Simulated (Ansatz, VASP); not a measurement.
# Mo in VASP and in Ansatz

```
CELL_PARAMETERS angstrom
-1.58030 1.58030 1.58030
1.58030 -1.58030 1.58030
1.58030 1.58030 -1.58030
ATOMIC_POSITIONS crystal
Mo 0.00000 0.00000 0.00000
```

Alike in both runs: functional PBE; k mesh 18 × 18 × 18; occupations gaussian, width 0.1 eV; no spin polarisation.

Ansatz relaxed the structure, and its values are those at the end. VASP's run is a single point on that final structure, the one shown.

|  | VASP | Ansatz |
| --- | --- | --- |
| version | VASP 6.6.1 | Ansatz 0.2.0 |
| potentials or method | VASP PAW PBE potentials, release 64 (Mo_sv), cutoff 520 eV | scalar-relativistic, plane waves, PAW |
| valence electrons in the cell | 14 | 14 |

Ansatz gave:

| Item | Value |
| --- | --- |
| gap on the k mesh at the Fermi level (eV) | none |
| pressure (GPa) | 0.0 |

What did VASP give for the same quantities?

gap on the k mesh at the Fermi level (eV): none; pressure (GPa): 0.5.

A gap of «none» marks a metal or a gap that the smearing closes. The functional is the same, so the differences come from potentials, cutoffs and numerics.
